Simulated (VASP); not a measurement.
LiF, a slab with vacuum:

```
CELL_PARAMETERS angstrom
2.00380 2.00380 0.00000
-2.00380 2.00380 0.00000
0.00000 0.00000 27.02657
ATOMIC_POSITIONS crystal
F 0.50303 0.50298 0.23986
F 0.50306 0.50343 0.38884
F 0.50289 0.50348 0.53706
F 0.50254 0.50377 0.68519
F 0.00317 0.00308 0.31482
F 0.00305 0.00343 0.46302
F 0.00260 0.00352 0.61121
F 0.00230 0.00393 0.76016
Li 0.00327 0.00245 0.24222
Li 0.00298 0.00243 0.38893
Li 0.00249 0.00322 0.53711
Li 0.00247 0.00409 0.68566
Li 0.50319 0.50244 0.31438
Li 0.50280 0.50303 0.46303
Li 0.50255 0.50369 0.61114
Li 0.50244 0.50428 0.75780
```

Base run:

```yaml
Program: VASP 6.6.1
Functional: PBEsol
Potentials_or_basis: VASP PAW PBE potentials, release 64 (F, Li_sv)
Cutoff: 520 eV
k_mesh: 6 × 6 × 1
Occupations: fermi-dirac, width 0.05 eV
Spin: no spin polarisation
```

Its results: band gap on the k mesh 6.94 eV (least direct gap 7.05 eV); largest force 0.014 eV/Å.

Question: The run is repeated on the same cell with these changes: functional from PBEsol to r2SCAN; k mesh from 6 × 6 × 1 to 4 × 4 × 1. What comes out?

Answer: Band gap on the k mesh 7.72 eV (least direct gap 7.83 eV); largest force 0.072 eV/Å.

Several settings changed at once.

Caveats: some runs use coarse meshes; the PAW data sets were made with another functional, which shifts forces and pressure a little.

A k mesh can miss the band edges.
